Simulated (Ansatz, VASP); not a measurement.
One calculation of K2SiB2, two programs

```
K Si B
1.0
     3.11032    0.00000    0.00000
    -1.55516    2.69361    0.00000
     0.00000    0.00000   11.26651
K Si B
2 1 2
Cartesian
  0.0000 0.0000 8.0010
  0.0000 0.0000 3.2656
  0.0000 0.0000 0.0000
  0.0000 1.7957 5.6333
  1.5552 0.8979 5.6333
```

Alike in both runs: task relaxation of cell and atoms; functional PBE; k mesh 12 × 12 × 4; occupations gaussian, width 0.1 eV; no spin polarisation.

|  | VASP | Ansatz |
| --- | --- | --- |
| version | VASP 6.6.1 | Ansatz 0.2.0 |
| potentials or method | VASP PAW PBE potentials, release 64 (K_sv, Si, B), cutoff 600 eV | scalar-relativistic, plane waves, PAW |
| valence electrons in the cell | 28 | 28 |

|  | VASP | Ansatz | Ansatz less VASP |
| --- | --- | --- | --- |
| gap on the k mesh at the Fermi level, each at its own relaxed structure (eV) | none | none | - |
| relaxed volume (Å³/atom) | 18.98 | 18.91 | -0.062 |
| relaxed cell length with the largest relative difference (Å) | 11.271 | 11.252 | -0.0182 |

A gap of «none» marks a metal or a gap that the smearing closes.
